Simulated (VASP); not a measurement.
A run of VASP 6.6.1 is set up as follows.

Contents of INCAR:

```
PREC     = Accurate       # precision mode
ENCUT    = 520            # plane-wave cutoff, eV
EDIFF    = 1E-6           # SCF threshold, eV
ISMEAR   = -1             # smearing method
SIGMA    = 0.08           # smearing width, eV
LREAL    = False          # projectors in reciprocal space
LASPH    = True           # aspherical terms in the spheres
NELM     = 60             # most SCF steps
ALGO     = Normal         # electronic algorithm
ISIF     = 2              # what is computed and relaxed
LWAVE    = False          # write WAVECAR
LCHARG   = True           # write CHGCAR
GGA      = PE             # functional
LELF     = True           # ELF
LVHAR    = True         
NBANDS   = 12             # bands
```

Contents of KPOINTS:

```
regular mesh
0
Gamma
  16 16 16
```

The input POSCAR:

```
Au
1.0
   -1.5821240666      1.5821240666      1.5821240666
    1.5821240666     -1.5821240666      1.5821240666
    1.5821240666      1.5821240666     -1.5821240666
Au
1
Direct
    0.0000000000      0.0000000000      0.0000000000
```

Potentials or basis: VASP PAW PBE potentials, release 64 (Au).

Run with:

```console
$ cat potpaw_PBE.64/Au/POTCAR > POTCAR
$ mpirun -np 1 vasp_std > vasp.out
```

(1) Predict the pressure.

Answers

(1) 25.3 GPa.
